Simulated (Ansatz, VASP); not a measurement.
Si3BTe2 in VASP and in Ansatz

```xyz
6
Lattice="3.9879 0.0000 0.0000 0.0000 3.9879 0.0000 0.0000 0.0000 6.6336" Properties=species:S:1:pos:R:3 pbc="T T T"
Si    0.0000    0.0000    0.0000
Si    1.9939    0.0000    4.4818
Si    0.0000    1.9939    2.1518
B     1.9939    1.9939    0.0000
Te    1.9939    0.0000    1.7721
Te    0.0000    1.9939    4.8615
```

Change from the starting cell: species swapped into the Mn3CoAs2 type (P-4m2, No. 115).

Alike in both runs: task relaxation of cell and atoms; functional PBE; k mesh 4 × 4 × 4; occupations gaussian, width 0.1 eV; no spin polarisation.

|  | VASP | Ansatz |
| --- | --- | --- |
| version | VASP 6.6.1 | Ansatz 0.2.0 |
| potentials or method | VASP PAW PBE potentials, release 64 (Si, B, Te), cutoff 600 eV | scalar-relativistic, plane waves, PAW |
| valence electrons in the cell | 27 | 47 |

```csv
,VASP,Ansatz,Ansatz less VASP
"gap on the k mesh at the Fermi level, each at its own relaxed structure (eV)",none,none,-
relaxed volume (Å³/atom),22.02,19.19,-2.828
relaxed length of the cell vector where the two differ most in proportion (Å),7.007,11.149,+4.1420
```

A gap of «none» marks a metal or a gap that the smearing closes. One of these differences is far larger than is usual between the two programs; its cause wasn't traced. VASP's potentials hold 27 valence electrons a cell and Ansatz's 47, so a difference there can come from the potentials and not from the codes.

The k mesh is coarse, so the values compare programs but aren't converged. Spin-orbit coupling is off throughout. Noted on VASP's run: the volume moved by over 15 % at a fixed basis, so the end points are rough.
